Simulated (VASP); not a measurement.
# VN (Fm-3m) in VASP: further runs

The runs below take VN through single point, relaxation of cell and atoms, with PBEsol.

All numbers are computed with VASP 6.6.1; they aren't measurements. Logs are shortened: lines on timing, memory, paths and dates and some standing lists are left out, and cuts for length are marked.

## 1. The cell of the first run

Symmetry: Fm-3m, No. 225, cubic system. Conventional cell: a = 4.073 Å, b = 4.073 Å, c = 4.073 Å, α = 90.00°, β = 90.00°, γ = 90.00°. Within 2.7 Å of V (site symmetry m-3m) lie 6 N at 2.04 Å. N (site symmetry m-3m) has 6 V at 2.04 Å within 2.7 Å.

## 2. Single point, PBEsol

Input file INCAR:

```
PREC = Accurate
ENCUT = 520
EDIFF = 1E-6
ISMEAR = 0
SIGMA = 0.1
LREAL = F
LASPH = T
NELM = 100
ALGO = Normal
ISIF = 2
LWAVE = F
LCHARG = F
GGA = PS
NBANDS = 16
```

Input file KPOINTS:

```
regular mesh
0
Gamma
  18 18 18
```

Input file POSCAR:

```
VN
1.0
    0.0000000000      2.0364207725      2.0364207725
    2.0364207725      0.0000000000      2.0364207725
    2.0364207725      2.0364207725      0.0000000000
V N
1 1
Direct
    0.0000000000      0.0000000000      0.0000000000
    0.5000000000      0.5000000000      0.5000000000
```

Potentials or basis: VASP PAW PBE potentials, release 64 (V_sv, N).

Command:

```console
> cat potpaw_PBE.64/V_sv/POTCAR potpaw_PBE.64/N/POTCAR > POTCAR
> mpirun -np 1 vasp_std > vasp.out
```

OUTCAR:

```text
PREC = Accurate
   ENCUT = 520
   EDIFF = 1E-6
   ISMEAR = 0
   LREAL = F
   LASPH = T
   NELM = 100
   ISIF = 2
   GGA = PS

 ion  position               nearest neighbor table
   1  0.000  0.000  0.000-   2 2.04   2 2.04   2 2.04   2 2.04   2 2.04   2 2.04
   2  0.500  0.500  0.500-   1 2.04   1 2.04   1 2.04   1 2.04   1 2.04   1 2.04

  LATTYP: Found a face centered cubic cell.
 ALAT       =     4.0728415450

  Lattice vectors:

 A1 = (   0.0000000000,   2.0364207725,   2.0364207725)
 A2 = (   2.0364207725,   0.0000000000,   2.0364207725)
 A3 = (   2.0364207725,   2.0364207725,   0.0000000000)

Analysis of symmetry for initial positions (statically):
=====================================================================
 Subroutine PRICEL returns:
 Original cell was already a primitive cell.

 Routine SETGRP: Setting up the symmetry group for a
 face centered cubic supercell.

 Subroutine GETGRP returns: Found 48 space group operations
 (whereof 48 operations were pure point group operations)
 out of a pool of 48 trial point group operations.

The static configuration has the point symmetry O_h .

Analysis of symmetry for dynamics (positions and initial velocities):
=====================================================================
 Subroutine PRICEL returns:
 Original cell was already a primitive cell.

 Routine SETGRP: Setting up the symmetry group for a
 face centered cubic supercell.

 Subroutine GETGRP returns: Found 48 space group operations
 (whereof 48 operations were pure point group operations)
 out of a pool of 48 trial point group operations.

The dynamic configuration has the point symmetry O_h .

 Subroutine INISYM returns: Found 48 space group operations
 (whereof 48 operations are pure point group operations),
 and found     1 'primitive' translations

----------------------------------------------------------------------------------------

                                     Primitive cell

  volume of cell :      16.8901

  direct lattice vectors                    reciprocal lattice vectors
     0.000000000  2.036420773  2.036420773    -0.245528825  0.245528825  0.245528825
     2.036420773  0.000000000  2.036420773     0.245528825 -0.245528825  0.245528825
     2.036420773  2.036420773  0.000000000     0.245528825  0.245528825 -0.245528825

  length of vectors
     2.879933875  2.879933875  2.879933875     0.425268400  0.425268400  0.425268400

  position of ions in fractional coordinates (direct lattice)
     0.000000000  0.000000000  0.000000000
     0.500000000  0.500000000  0.500000000

  ion indices of the primitive-cell ions
   primitive index   ion index
                 1           1
                 2           2

----------------------------------------------------------------------------------------

 KPOINTS: regular mesh

Automatic generation of k-mesh.
 Grid dimensions read from file:
 generate k-points for:   18   18   18

 Generating k-lattice:

  Cartesian coordinates                     Fractional coordinates (reciprocal lattice)
    -0.013640490  0.013640490  0.013640490     0.055555556  0.000000000  0.000000000
     0.013640490 -0.013640490  0.013640490     0.000000000  0.055555556  0.000000000
     0.013640490  0.013640490 -0.013640490     0.000000000  0.000000000  0.055555556

  Length of vectors
     0.023626022  0.023626022  0.023626022

  Shift w.r.t. Gamma in fractional coordinates (k-lattice)
     0.000000000  0.000000000  0.000000000

 Subroutine IBZKPT returns following result:
 ===========================================

 Found    195 irreducible k-points:

 Following reciprocal coordinates:
            Coordinates               Weight
  0.000000  0.000000  0.000000      1.000000
  0.055556  0.000000  0.000000      8.000000
  0.111111  0.000000  0.000000      8.000000
  0.166667  0.000000  0.000000      8.000000
  0.222222  0.000000  0.000000      8.000000
  0.277778  0.000000  0.000000      8.000000
[... 16 lines left out ...]
 -0.277778  0.055556  0.000000     24.000000
 -0.222222  0.055556  0.000000     24.000000
 [... further k-points ...]
   k-points           NKPTS =    195   k-points in BZ     NKDIM =    195   number of bands    NBANDS=     16
   number of dos      NEDOS =    301   number of ions     NIONS =      2
   total plane-waves  NPLWV =  13824
   dimension x,y,z NGX =    24 NGY =   24 NGZ =   24
   dimension x,y,z NGXF=    48 NGYF=   48 NGZF=   48
   ions per type =               1   1
   NGX,Y,Z   is equivalent  to a cutoff of  13.85, 13.85, 13.85 a.u.
   NGXF,Y,Z  is equivalent  to a cutoff of  27.71, 27.71, 27.71 a.u.
 SYSTEM =  unknown system
   PREC   = accura    normal or accurate (medium, high low for compatibility)
   ISTART =      0    job   : 0-new  1-cont  2-samecut
   ICHARG =      2    charge: 1-file 2-atom 10-const
   ISPIN  =      1    spin polarized calculation?
   LNONCOLLINEAR =      F non collinear calculations
   LSORBIT =      F    spin-orbit coupling
   LASPH  =      T    aspherical Exc in radial PAW
   ENCUT  =  520.0 eV  38.22 Ry    6.18 a.u.   5.35  5.35  5.35*2*pi/ulx,y,z
   NELM   =    100;   NELMIN=  2; NELMDL= -5     # of ELM steps
   EDIFF  = 0.1E-05   stopping-criterion for ELM
   LREAL  =      F    real-space projection
   EDIFFG = 0.1E-04   stopping-criterion for IOM
   NSW    =      0    number of steps for IOM
   IBRION =     -1    ionic relax: 0-MD 1-quasi-New 2-CG
   NFREE  =      0    steps in history (QN), initial steepest desc. (CG)
   ISIF   =      2    stress and relaxation
   ISYM   =      2    0-nonsym 1-usesym 2-fastsym
   POTIM  = 0.5000    time-step for ionic-motion
   TEBEG  =    0.0;   TEEND  =   0.0 temperature during run
   PSTRESS=    0.0 pullay stress
   NELECT =      18.0000    total number of electrons
   NUPDOWN=      -1.0000    fix difference up-down
   EMIN   =  10.00;   EMAX   =-10.00  energy-range for DOS
   EFERMI =   0.00;   METHOD = LEGACY
   ISMEAR =     0;   SIGMA  =   0.10  broadening in eV -4-tet -1-fermi 0-gaus
   EFERMI_NEDOS =   21; number of points for ismear=-14 and -15
   IALGO  =     38    algorithm
   IMIX   =      4    mixing-type and parameters
     AMIX     =   0.40;   BMIX     =  1.00
     AMIX_MAG =   1.60;   BMIX_MAG =  1.00
  volume/ion in A,a.u.               =       8.45        56.99
  Fermi-wavevector in a.u.,A,eV,Ry     =   1.672200  3.159999 38.045317  2.796252
  Thomas-Fermi vector in A             =   2.757389
   LORBIT       =      0    0 simple, 1 ext, 2 COOP (PROOUT), +10 PAW based schemes
   GGA     = PS    functional components
   LHFCALC =     F    Hartree Fock is set to
   AEXX    =    0.0000 exact exchange contribution
   IVDW    =     0    specifies the selected vdW correction
   LEPSILON=     F    determine dielectric tensor
   LRPA    =     F    only Hartree local field effects (RPA)
 non-spin polarized calculation
 Gauss-broadening in eV      SIGMA  =   0.10
  energy-cutoff  :      520.00
  volume of cell :       16.89
 maximum number of plane-waves:       469
 NGX is ok and might be reduce to    24
   NGX = 11   NGY = 11   NGZ = 11

 number of electron      18.0000005 magnetization

 Free energy of the ion-electron system (eV)
  ---------------------------------------------------
  ext. energy  EPLUGINS =         0.00000000
  ---------------------------------------------------
  free energy    TOTEN  =       -20.56703862 eV

  energy without entropy =      -20.56037194  energy(sigma->0) =      -20.56370528

 E-fermi :  12.3791     XC(G=0): -14.0156

 val. band max:       12.3723331304   @ k =  -0.0556   0.0556   0.0000
 cond. band min:      12.3808056814   @ k =  -0.3333   0.1111   0.0000
 fundamental gap:      0.0084725510
 Fermi energy:        12.3791070182

 k-point     1 :       0.0000    0.0000    0.0000
  band No.  band energies     occupation
      1     -52.7955      2.00000
      2     -26.5167      2.00000
      3     -26.5167      2.00000
      4     -26.5167      2.00000
      5      -5.8269      2.00000
      6      10.0928      2.00000
[... 8 lines left out ...]
     15      26.3583      0.00000
     16      32.6525      0.00000

 k-point     2 :       0.0556    0.0000    0.0000
  band No.  band energies     occupation
      1     -52.7928      2.00000
      2     -26.5347      2.00000
      3     -26.5183      2.00000
      4     -26.5183      2.00000
      5      -5.7591      2.00000
      6       9.5605      2.00000
[... 8 lines left out ...]
     15      26.3634      0.00000
     16      32.5826      0.00000

 k-point     3 :       0.1111    0.0000    0.0000
  band No.  band energies     occupation
      1     -52.7851      2.00000
      2     -26.5865      2.00000
      3     -26.5230      2.00000
      4     -26.5230      2.00000
      5      -5.5602      2.00000
      6       8.6565      2.00000
[... 8 lines left out ...]
     15      26.3096      0.00000
     16      32.3103      0.00000

 k-point     4 :       0.1667    0.0000    0.0000
  band No.  band energies     occupation
      1     -52.7734      2.00000
      2     -26.6648      2.00000
      3     -26.5301      2.00000
      4     -26.5301      2.00000
      5      -5.2431      2.00000
      6       7.6382      2.00000
[... 8 lines left out ...]
     15      26.0895      0.00000
     16      31.7623      0.00000

 k-point     5 :       0.2222    0.0000    0.0000
  band No.  band energies     occupation
      1     -52.7590      2.00000
      2     -26.7597      2.00000
      3     -26.5389      2.00000
      4     -26.5389      2.00000
      5      -4.8292      2.00000
      6       6.5885      2.00000
[... 8 lines left out ...]
     15      25.7792      0.00000
     16      30.9208      0.00000

 k-point     6 :       0.2778    0.0000    0.0000
  band No.  band energies     occupation
      1     -52.7436      2.00000
      2     -26.8593      2.00000
      3     -26.5481      2.00000
      4     -26.5481      2.00000
      5      -4.3486      2.00000
      6       5.5712      2.00000
[... 8 lines left out ...]
     15      25.6665      0.00000
     16      29.9173      0.00000

 k-point     7 :       0.3333    0.0000    0.0000
  band No.  band energies     occupation
      1     -52.7291      2.00000
      2     -26.9515      2.00000
      3     -26.5568      2.00000
      4     -26.5568      2.00000
      5      -3.8437      2.00000
      6       4.6449      2.00000
[... 8 lines left out ...]
     15      25.9249      0.00000
     16      28.9262      0.00000

 k-point     8 :       0.3889    0.0000    0.0000
  band No.  band energies     occupation
      1     -52.7172      2.00000
      2     -27.0259      2.00000
      3     -26.5638      2.00000
      4     -26.5638      2.00000
      5      -3.3750      2.00000
      6       3.8757      2.00000
[... 8 lines left out ...]
     15      26.3971      0.00000
     16      28.0933      0.00000

 k-point     9 :       0.4444    0.0000    0.0000
  band No.  band energies     occupation
      1     -52.7094      2.00000
      2     -27.0740      2.00000
      3     -26.5683      2.00000
      4     -26.5683      2.00000
      5      -3.0274      2.00000
      6       3.3487      2.00000
[... 8 lines left out ...]
     15      26.8142      0.00000
     16      27.5352      0.00000
[... 172 lines left out ...]
 k-point    19 :       0.5000    0.0556    0.0000
  band No.  band energies     occupation
      1     -52.7059      2.00000
      2     -27.0823      2.00000
      3     -26.5802      2.00000
      4     -26.5741      2.00000
      5      -2.9343      2.00000
      6       3.2535      2.00000
[... 8 lines left out ...]
     15      26.8165      0.00000
     16      27.3188      0.00000

 k-point    20 :      -0.4444    0.0556    0.0000
  band No.  band energies     occupation
      1     -52.7068      2.00000
      2     -27.0768      2.00000
      3     -26.5832      2.00000
      4     -26.5700      2.00000
      5      -2.9754      2.00000
      6       3.3124      2.00000
[... 8 lines left out ...]
     15      26.7498      0.00000
     16      27.3583      0.00000

 k-point    21 :      -0.3889    0.0556    0.0000
  band No.  band energies     occupation
      1     -52.7129      2.00000
      2     -27.0396      2.00000
      3     -26.5826      2.00000
      4     -26.5631      2.00000
      5      -3.2472      2.00000
      6       3.7141      2.00000
[... 8 lines left out ...]
     15      26.4404      0.00000
     16      27.7002      0.00000

 k-point    22 :      -0.3333    0.0556    0.0000
  band No.  band energies     occupation
      1     -52.7233      2.00000
      2     -26.9749      2.00000
      3     -26.5784      2.00000
      4     -26.5542      2.00000
      5      -3.6696      2.00000
      6       4.3786      2.00000
[... 8 lines left out ...]
     15      25.9944      0.00000
     16      28.3200      0.00000

 k-point    23 :      -0.2778    0.0556    0.0000
  band No.  band energies     occupation
      1     -52.7370      2.00000
      2     -26.8898      2.00000
      3     -26.5711      2.00000
      4     -26.5444      2.00000
      5      -4.1551      2.00000
      6       5.2173      2.00000
[... 8 lines left out ...]
     15      25.6691      0.00000
     16      29.1128      0.00000

 k-point    24 :      -0.2222    0.0556    0.0000
  band No.  band energies     occupation
      1     -52.7521      2.00000
      2     -26.7942      2.00000
      3     -26.5615      2.00000
      4     -26.5347      2.00000
      5      -4.6369      2.00000
      6       6.1567      2.00000
[... 8 lines left out ...]
     15      25.6873      0.00000
     16      29.9652      0.00000

 [... further k-points ...]
[... 5 lines left out ...]
  --------------------------------------------------------------------------------------
  -------------------------------------------------------------------------------------
  Total        0.0743000      0.0743000      0.0743000     -0.0000000     -0.0000000      0.0000000
  in kB        7.0480123      7.0480123      7.0480123     -0.0000000     -0.0000000      0.0000000
  external PRESSURE =       7.0480123 kB  Pullay stress =       0.0000000 kB

 VOLUME and BASIS-vectors are now :
 -----------------------------------------------------------------------------
  energy-cutoff  :      520.00
  volume of cell :       16.89
      direct lattice vectors                 reciprocal lattice vectors
     0.000000000  2.036420773  2.036420773    -0.245528825  0.245528825  0.245528825
     2.036420773  0.000000000  2.036420773     0.245528825 -0.245528825  0.245528825
     2.036420773  2.036420773  0.000000000     0.245528825  0.245528825 -0.245528825

 POSITION                                       TOTAL-FORCE (eV/Angst)
 -----------------------------------------------------------------------------------
      0.00000      0.00000      0.00000        -0.000000      0.000000      0.000000
      2.03642      2.03642      2.03642         0.000000     -0.000000      0.000000
 -----------------------------------------------------------------------------------
    total drift:                                0.000000     -0.000000     -0.000000

  FREE ENERGIE OF THE ION-ELECTRON SYSTEM (eV)
  ---------------------------------------------------
  free  energy   TOTEN  =       -20.5670386154 eV

  energy  without entropy=      -20.5603719442  energy(sigma->0) =      -20.56370528
```

Run time: 17 s. Hardware: 1 thread of Intel Xeon 6975P-C (Granite Rapids), shared host; peak memory 0.17 GiB.

What came out:

| Property | Result |
| --- | --- |
| Free energy | -20.5670 eV |
| Pressure | 0.7 GPa |
| Band gap on the k mesh | zero (band 9 reaches 13.03 eV, above the bottom of band 10 at 10.75 eV) |

Caveat: the PAW data sets were made with another functional, which shifts forces and pressure a little; the run has no spin polarisation, though such a crystal can be magnetic.

## 3. Relaxation of cell and atoms, PBEsol

Input file INCAR:

```
  ALGO = Normal
  EDIFF = 1E-6
  EDIFFG = -0.005
  ENCUT = 600
  GGA = PS
  IBRION = 2
  ISIF = 3
  ISMEAR = 0
  LASPH = T
  LCHARG = F
  LREAL = F
  LWAVE = F
  NELM = 60
  NSW = 100
  PREC = Accurate
  SIGMA = 0.1
```

Input file KPOINTS:

```
k-points
0
Gamma
  18 18 18
```

POSCAR is that of step 2.

Potentials or basis: VASP PAW PBE potentials, release 64 (V_sv, N).

Command:

```console
> cat potpaw_PBE.64/V_sv/POTCAR potpaw_PBE.64/N/POTCAR > POTCAR
> mpirun -np 1 vasp_std > vasp.out
```

Run time: 30 s. Hardware: 1 thread of Intel Xeon 6975P-C (Granite Rapids), shared host; peak memory 0.19 GiB.

Results (log left out):

```yaml
Free_energy: -20.5690 eV
Relaxed_volume: 8.46 Å³/atom
Relaxed_cell: a = 2.882 Å, b = 2.882 Å, c = 2.882 Å, α = 60.00°, β = 60.00°, γ = 60.00°
Space_group_after_relaxing_to_0.05_Å: Fm-3m (No. 225)
Energy_gained_by_relaxing: 0.0 meV/atom
Ionic_steps: 3
Pressure_after_relaxing: 0.0 GPa
```

Final structure:
```
CELL_PARAMETERS angstrom
0.00000 2.03755 2.03755
2.03755 0.00000 2.03755
2.03755 2.03755 0.00000
ATOMIC_POSITIONS crystal
V 0.00000 0.00000 0.00000
N 0.50000 0.50000 0.50000
```

Levels at points of the mesh, in eV from the Fermi level:
| k point | band 5 | band 6 | band 7 | band 8 | band 9 | band 10 | band 11 | band 12 | band 13 |
| --- | --- | --- | --- | --- | --- | --- | --- | --- | --- |
| (0.00, 0.00, 0.00) | -18.19 | -2.28 | -2.28 | -2.28 | -1.63 | -1.63 | -1.63 | -0.52 | -0.52 |
| (0.50, 0.00, 0.00) | -15.27 | -9.21 | -6.33 | -6.33 | 0.65 | 0.65 | 1.57 | 5.25 | 5.25 |
| (0.50, 0.50, 0.00) | -16.34 | -6.83 | -4.06 | -3.74 | -3.74 | 0.52 | 1.31 | 1.31 | 2.92 |

Caveat: the bands computed are all filled at some k points, so no gap is given; the PAW data sets were made with another functional, which shifts forces and pressure a little; the run has no spin polarisation, though such a crystal can be magnetic.
